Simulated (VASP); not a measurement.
# Cu (P6_3/mmc) in VASP: a series of runs, part 2 of 2

VASP 6.6.1. Earlier steps stand in the parts before.

**3. Single point, LDA (volume scaled by 0.94)**

Input file INCAR:

```
SYSTEM = Cu
  ALGO = Fast
  EDIFF = 1E-6
  ENCUT = 520
  ISIF = 2
  ISMEAR = -1
  LASPH = .True.
  LCHARG = .False.
  LREAL = .False.
  LWAVE = .False.
  NBANDS = 18
  NELM = 100
  PREC = Accurate
  SIGMA = 0.05
```

Input file KPOINTS:

```
k-points
0
Gamma
  12 12 7
  0 0 0
```

Input file POSCAR:

```
Cu
1.0
    2.4823658959      0.0000000000      0.0000000000
   -1.2411829479      2.1497919273      0.0000000000
    0.0000000000      0.0000000000      4.0286174227
Cu
2
Direct
    0.6666666667      0.3333333333      0.7500000000
    0.3333333333      0.6666666667      0.2500000000
```

Potentials or basis: VASP PAW LDA potentials, release 64 (Cu).

Command:

```console
$ cat potpaw_LDA.64/Cu/POTCAR > POTCAR
$ mpirun -np 1 vasp_std > vasp.out
```

OUTCAR:

```text
SYSTEM = Cu
   EDIFF = 1E-6
   ENCUT = 520
   ISIF = 2
   ISMEAR = -1
   LASPH = .True.
   LREAL = .False.
   NELM = 100
   PREC = Accurate

 ion  position               nearest neighbor table
   1  0.667  0.333  0.750-   2 2.47   2 2.47   2 2.47   2 2.47   2 2.47   2 2.47
   2  0.333  0.667  0.250-   1 2.47   1 2.47   1 2.47   1 2.47   1 2.47   1 2.47

  LATTYP: Found a hexagonal cell.
 ALAT       =     2.4823658959
 C/A-ratio  =     1.6228942838

  Lattice vectors:

 A1 = (   2.4823658959,   0.0000000000,   0.0000000000)
 A2 = (  -1.2411829479,   2.1497919273,   0.0000000000)
 A3 = (   0.0000000000,   0.0000000000,   4.0286174227)

Analysis of symmetry for initial positions (statically):
=====================================================================
 Subroutine PRICEL returns:
 Original cell was already a primitive cell.

 Routine SETGRP: Setting up the symmetry group for a
 hexagonal supercell.

 Subroutine GETGRP returns: Found 24 space group operations
 (whereof 12 operations were pure point group operations)
 out of a pool of 24 trial point group operations.

The static configuration has the point symmetry D_3d.
 The point group associated with its full space group is D_6h.

Analysis of symmetry for dynamics (positions and initial velocities):
=====================================================================
 Subroutine PRICEL returns:
 Original cell was already a primitive cell.

 Routine SETGRP: Setting up the symmetry group for a
 hexagonal supercell.

 Subroutine GETGRP returns: Found 24 space group operations
 (whereof 12 operations were pure point group operations)
 out of a pool of 24 trial point group operations.

The dynamic configuration has the point symmetry D_3d.
 The point group associated with its full space group is D_6h.

 Subroutine INISYM returns: Found 24 space group operations
 (whereof 12 operations are pure point group operations),
 and found     1 'primitive' translations

----------------------------------------------------------------------------------------
[... 112 lines left out ...]
     AMIX     =   0.40;   BMIX     =  1.00
     AMIX_MAG =   1.60;   BMIX_MAG =  1.00
  volume/ion in A,a.u.               =      10.75        72.54
  Fermi-wavevector in a.u.,A,eV,Ry     =   1.649718  3.117514 37.029189  2.721569
  Thomas-Fermi vector in A             =   2.738790
   LORBIT       =      0    0 simple, 1 ext, 2 COOP (PROOUT), +10 PAW based schemes
   GGA     = CA    functional components
   LHFCALC =     F    Hartree Fock is set to
   AEXX    =    0.0000 exact exchange contribution
   IVDW    =     0    specifies the selected vdW correction
   LEPSILON=     F    determine dielectric tensor
   LRPA    =     F    only Hartree local field effects (RPA)
 non-spin polarized calculation
 RMM-DIIS sequential band-by-band and
  energy-cutoff  :      520.00
  volume of cell :       21.50
 maximum number of plane-waves:       590
   NGX =  9   NGY =  9   NGZ = 15

 number of electron      21.9999988 magnetization

 Free energy of the ion-electron system (eV)
  ---------------------------------------------------
  ext. energy  EPLUGINS =         0.00000000
  ---------------------------------------------------
  free energy    TOTEN  =        -9.37864885 eV

  energy without entropy =       -9.37104827  energy(sigma->0) =       -9.37484856

 E-fermi :   8.5374     XC(G=0): -13.6615

 val. band max:        8.5234764842   @ k =   0.3333   0.1667   0.2857
 cond. band min:       8.5595530534   @ k =   0.5000   0.0000   0.0000
 fundamental gap:      0.0360765692
 Fermi energy:         8.5373571268

 k-point     1 :       0.0000    0.0000    0.0000
  band No.  band energies     occupation
      1      -1.5094      2.00000
      2       2.9112      2.00000
      3       5.2210      2.00000
      4       5.2706      2.00000
      5       5.2706      2.00000
      6       5.5188      2.00000
[... 481 lines left out ...]
      5       5.2712      2.00000
      6       5.3562      2.00000
[... 10 lines left out ...]
     17      26.9453      0.00000
     18      29.5157      0.00000

 [... further k-points ...]

------------------------ aborting loop because EDIFF is reached ----------------------------------------

  FORCE on cell =-STRESS in cart. coord.  units (eV):
  Direction    XX          YY          ZZ          XY          YZ          ZX
  --------------------------------------------------------------------------------------
  -------------------------------------------------------------------------------------
  Total        0.4684544      0.4684544      0.5439341      0.0000000     -0.0000000      0.0000000
  in kB       34.9107871     34.9107871     40.5357875      0.0000000     -0.0000000      0.0000000
  external PRESSURE =      36.7857872 kB  Pullay stress =       0.0000000 kB

 VOLUME and BASIS-vectors are now :
 -----------------------------------------------------------------------------
  energy-cutoff  :      520.00
  volume of cell :       21.50
      direct lattice vectors                 reciprocal lattice vectors
     2.482365896  0.000000000  0.000000000     0.402841500  0.232580648  0.000000000
    -1.241182948  2.149791927  0.000000000     0.000000000  0.465161296  0.000000000
     0.000000000  0.000000000  4.028617423     0.000000000  0.000000000  0.248224116

 POSITION                                       TOTAL-FORCE (eV/Angst)
 -----------------------------------------------------------------------------------
      1.24118      0.71660      3.02146        -0.000000      0.000000      0.000000
     -0.00000      1.43319      1.00715         0.000000      0.000000      0.000000
 -----------------------------------------------------------------------------------
    total drift:                               -0.000000      0.000000     -0.000000

  FREE ENERGIE OF THE ION-ELECTRON SYSTEM (eV)
  ---------------------------------------------------
  free  energy   TOTEN  =        -9.3786488503 eV

  energy  without entropy=       -9.3710482657  energy(sigma->0) =       -9.37484856
```

OSZICAR:

```text
N       E                     dE             d eps       ncg     rms          rms(c)
DAV:   1     0.121943595481E+03    0.12194E+03   -0.10465E+04  2960   0.229E+03
DAV:   2    -0.482710516828E+01   -0.12677E+03   -0.12027E+03  2738   0.293E+02
DAV:   3    -0.113610913313E+02   -0.65340E+01   -0.63096E+01  3086   0.900E+01
DAV:   4    -0.114325019552E+02   -0.71411E-01   -0.71343E-01  3322   0.103E+01
DAV:   5    -0.114334194704E+02   -0.91752E-03   -0.91748E-03  3378   0.102E+00    0.114E+01
RMM:   6    -0.100347775253E+02    0.13986E+01   -0.10710E+01  3206   0.594E+01    0.591E+00
RMM:   7    -0.941261718755E+01    0.62216E+00   -0.18269E+00  3187   0.254E+01    0.159E+00
RMM:   8    -0.938160433087E+01    0.31013E-01   -0.87290E-02  3365   0.268E+00    0.424E-01
RMM:   9    -0.937831190543E+01    0.32924E-02   -0.20520E-02  3312   0.274E+00    0.924E-02
RMM:  10    -0.937865894260E+01   -0.34704E-03   -0.40062E-03  3620   0.632E-01    0.451E-02
RMM:  11    -0.937864579262E+01    0.13150E-04   -0.30748E-04  3653   0.186E-01    0.199E-02
RMM:  12    -0.937864825853E+01   -0.24659E-05   -0.10698E-04  3572   0.116E-01    0.144E-02
RMM:  13    -0.937864927129E+01   -0.10128E-05   -0.25329E-05  3346   0.496E-02    0.660E-03
RMM:  14    -0.937864885033E+01    0.42095E-06   -0.25819E-06  2273   0.196E-02
   1 F= -.93786489E+01 E0= -.93748486E+01  d E =-.760058E-02
```

stdout:

```text
POSCAR found type information on POSCAR Cu
 POSCAR found :  1 types and       2 ions
 scaLAPACK will be used
 LDA part: xc-table for (Slater(with rela. corr.)+CA(PZ))
 , standard interpolation
 POSCAR, INCAR and KPOINTS ok, starting setup
 FFT: planning ... GRIDC
 FFT: planning ... GRID_SOFT
 FFT: planning ... GRID
 WAVECAR not read
 entering main loop
```

Run time: 28 s. Hardware: 1 thread of Intel Xeon Platinum 8175M at 2.50GHz (Skylake/Cascade Lake), shared host; peak memory 0.13 GiB.

What came out:

```
Free energy            : -9.3786 eV
Pressure               : 3.7 GPa
Band gap on the k mesh : zero (band 11 reaches 12.78 eV, above the bottom of band 12 at 6.54 eV)
```

Levels at points of the mesh, in eV from the Fermi level:
```csv
k point,band 8,band 9,band 10,band 11,band 12,band 13,band 14,band 15
"(0.00, 0.00, 0.00)",-2.71,-2.71,-1.83,-1.83,-1.16,4.36,22.17,22.98
"(0.50, 0.00, 0.00)",-1.73,-1.65,-1.61,0.02,1.76,8.26,8.74,11.41
```

**4. Single point, LDA (volume scaled by 0.96)**

Input file INCAR:

```
SYSTEM = Cu
ALGO     = Normal         ! electronic algorithm
EDIFF    = 1E-7           ! SCF threshold, eV
ENCUT    = 520            ! plane-wave cutoff, eV
ISIF     = 2              ! what is computed and relaxed
ISMEAR   = -1             ! smearing method
LASPH    = .TRUE.         ! aspherical terms in the spheres
LCHARG   = .FALSE.        ! write CHGCAR
LREAL    = .FALSE.        ! projectors in reciprocal space
LWAVE    = .FALSE.        ! write WAVECAR
NBANDS   = 18             ! bands
NELM     = 60             ! most SCF steps
PREC     = Accurate       ! precision mode
SIGMA    = 0.05           ! smearing width, eV
```

Input file KPOINTS:

```
k-points
0
G
  12 12 7
  0 0 0
```

Input file POSCAR:

```
Cu
1.0
    2.4998479218      0.0000000000      0.0000000000
   -1.2499239609      2.1649318059      0.0000000000
    0.0000000000      0.0000000000      4.0569889027
Cu
2
Direct
    0.6666666667      0.3333333333      0.7500000000
    0.3333333333      0.6666666667      0.2500000000
```

Command:

```console
$ cat potpaw_LDA.64/Cu/POTCAR > POTCAR
$ mpirun -np 1 vasp_std > vasp.out
```

It took 26 s on 1 thread of Intel Xeon Platinum 8175M at 2.50GHz (Skylake/Cascade Lake), shared host; peak memory 0.14 GiB.

It converged, with:

* Free energy: -9.3836 eV
* Pressure: -0.3 GPa
* Band gap on the k mesh: zero (band 11 reaches 12.43 eV, above the bottom of band 12 at 6.28 eV)

Stress tensor (GPa, compression positive):
```
-0.48  0.00  0.00
 0.00 -0.48  0.00
 0.00  0.00 -0.06
```

Levels at points of the mesh, in eV from the Fermi level:
| k point | band 7 | band 8 | band 9 | band 10 | band 11 | band 12 | band 13 | band 14 | band 15 | band 16 |
| --- | --- | --- | --- | --- | --- | --- | --- | --- | --- | --- |
| (0.00, 0.00, 0.00) | -2.95 | -2.66 | -2.66 | -1.80 | -1.80 | -1.09 | 4.24 | 22.01 | 22.64 | 22.64 |
| (0.50, 0.00, 0.00) | -2.91 | -1.70 | -1.63 | -1.59 | 0.03 | 1.71 | 8.16 | 8.61 | 11.28 | 11.77 |

**5. Single point, LDA (volume scaled by 0.98)**

Input file INCAR:

```
ALGO = Fast
EDIFF = 1E-6
ENCUT = 520
GGA = CA
ISIF = 2
ISMEAR = -1
LASPH = True
LCHARG = False
LREAL = False
LWAVE = False
NBANDS = 18
NELM = 80
PREC = Accurate
SIGMA = 0.05
```

Input file KPOINTS:

```
k-points
0
Gamma
  12 12 7
```

Input file POSCAR:

```
Cu
1.0
    2.5170887971      0.0000000000      0.0000000000
   -1.2585443986      2.1798628419      0.0000000000
    0.0000000000      0.0000000000      4.0849690207
Cu
2
Direct
    0.6666666667      0.3333333333      0.7500000000
    0.3333333333      0.6666666667      0.2500000000
```

Command:

```console
$ cat potpaw_LDA.64/Cu/POTCAR > POTCAR
$ mpirun -np 1 vasp_std > vasp.out
```

Wall time 30 s (1 thread of Intel Xeon Platinum 8175M at 2.50GHz (Skylake/Cascade Lake), shared host); peak memory 0.14 GiB.

The run converged. Its results:

```
Free energy            : -9.3778 eV
Pressure               : -3.6 GPa
Band gap on the k mesh : zero (band 11 reaches 12.10 eV, above the bottom of band 12 at 6.03 eV)
```

Stress tensor (GPa, compression positive):
```
-3.71  0.00  0.00
 0.00 -3.71  0.00
 0.00  0.00 -3.43
```

Levels at points of the mesh, in eV from the Fermi level:
| k point | band 7 | band 8 | band 9 | band 10 | band 11 | band 12 | band 13 | band 14 | band 15 | band 16 |
| --- | --- | --- | --- | --- | --- | --- | --- | --- | --- | --- |
| (0.00, 0.00, 0.00) | -2.89 | -2.60 | -2.60 | -1.77 | -1.77 | -1.03 | 4.13 | 21.85 | 22.32 | 22.32 |
| (0.50, 0.00, 0.00) | -2.85 | -1.68 | -1.61 | -1.57 | 0.03 | 1.67 | 8.06 | 8.48 | 11.15 | 11.55 |

**6. The runs side by side**

| level | potentials or basis | cell | gap on the mesh (eV) | pressure (GPa) |
| --- | --- | --- | --- | --- |
| PBEsol | VASP PAW PBE potentials, release 64 (Cu) | a = 2.534, b = 2.534, c = 4.113 Å, angles 90.0, 90.0, 120.0°, 2 atoms | none | -0.7 |
| LDA | VASP PAW LDA potentials, release 64 (Cu) | a = 2.482, b = 2.482, c = 4.029 Å, angles 90.0, 90.0, 120.0°, 2 atoms | none | 3.7 |
| LDA | VASP PAW LDA potentials, release 64 (Cu) | a = 2.500, b = 2.500, c = 4.057 Å, angles 90.0, 90.0, 120.0°, 2 atoms | none | -0.3 |
| LDA | VASP PAW LDA potentials, release 64 (Cu) | a = 2.517, b = 2.517, c = 4.085 Å, angles 90.0, 90.0, 120.0°, 2 atoms | none | -3.6 |

Alike in all rows: task single point; no spin polarisation; k mesh 12 × 12 × 7; cutoff (eV) 520; smearing fermi-dirac 0.05 eV.

Caveats: the PAW data sets were made with another functional, which shifts forces and pressure a little (some runs).

Total energies depend on the potentials used, so only differences within one code and one set of settings carry meaning.
